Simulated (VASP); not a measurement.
Set up this calculation in VASP 6.6.1, as the native input.

| Item | Value |
| --- | --- |
| Task | single point |
| Functional | PBE |
| Potentials or basis | VASP PAW PBE potentials, release 64 (Cu, O) |
| Cutoff | 520 eV |
| k mesh | 9 × 9 × 5 |
| Occupations | fermi-dirac, width 0.05 eV |
| Spin | no spin polarisation |
| Dipole correction | no |
| k mesh for the DOS | 14 × 14 × 8 |
| Occupations for the DOS | tetrahedron |
| Further INCAR settings | ALGO = Normal; EDIFF = 1e-06; NBANDS = 25 |

CuO:

```
Cu O
1.0
     2.87950    0.00000    0.00000
     0.03907    2.87928    0.00000
     0.01750    0.01724    5.17634
Cu O
2 2
Direct
  0.00000 0.50000 0.00000
  0.50000 0.00000 0.50000
  0.99842 0.00167 0.74989
  0.00158 0.99833 0.25011
```

One way to write it, as run:

POSCAR

```
CuO
1.0
    2.8795009639      0.0000000000      0.0000000000
    0.0390727580      2.8792794796      0.0000000000
    0.0174953863      0.0172449008      5.1763391994
Cu O
2 2
Direct
    0.0000000000      0.5000000000      0.0000000000
    0.5000000000      0.0000000000      0.5000000000
    0.9984239700      0.0016717800      0.7498871000
    0.0015760300      0.9983282200      0.2501129000
```

INCAR.step1

```
SYSTEM = CuO
  PREC = Accurate
  ENCUT = 520
  EDIFF = 1E-6
  ISMEAR = -1
  SIGMA = 0.05
  LREAL = .FALSE.
  LASPH = .TRUE.
  NELM = 80
  ALGO = Normal
  ISIF = 2
  LWAVE = .FALSE.
  LCHARG = .TRUE.
  LMAXMIX = 4
  GGA = PE
  NBANDS = 25
```

KPOINTS.step1

```
regular mesh
0
G
  9 9 5
  0 0 0
```

INCAR.step2

```
SYSTEM = CuO
  PREC = Accurate
  ENCUT = 520
  EDIFF = 1E-6
  ISMEAR = -5
  SIGMA = 0.05
  LREAL = .FALSE.
  LASPH = .TRUE.
  NELM = 80
  ALGO = Normal
  ISIF = 2
  LWAVE = .FALSE.
  LCHARG = .FALSE.
  LMAXMIX = 4
  GGA = PE
  LORBIT = 10
  NBANDS = 25
  NEDOS = 1001
  ICHARG = 11
```

KPOINTS.step2

```
regular mesh
0
G
  14 14 8
  0 0 0
```

Potentials or basis: VASP PAW PBE potentials, release 64 (Cu, O).

Command:

```sh
$ cat potpaw_PBE.64/Cu/POTCAR potpaw_PBE.64/O/POTCAR > POTCAR
$ cp INCAR.step1 INCAR
$ cp KPOINTS.step1 KPOINTS
$ mpirun -np 1 vasp_std > vasp.out
$ cp INCAR.step2 INCAR
$ cp KPOINTS.step2 KPOINTS
$ mpirun -np 1 vasp_std > vasp.out
```

It gave:

- Valence electrons inside the program's atomic spheres: Cu 9.94; O 4.97

Run time: 13 min on 1 thread of Intel Xeon 8259CL, with other jobs on the host, peak memory 0.73 GiB.
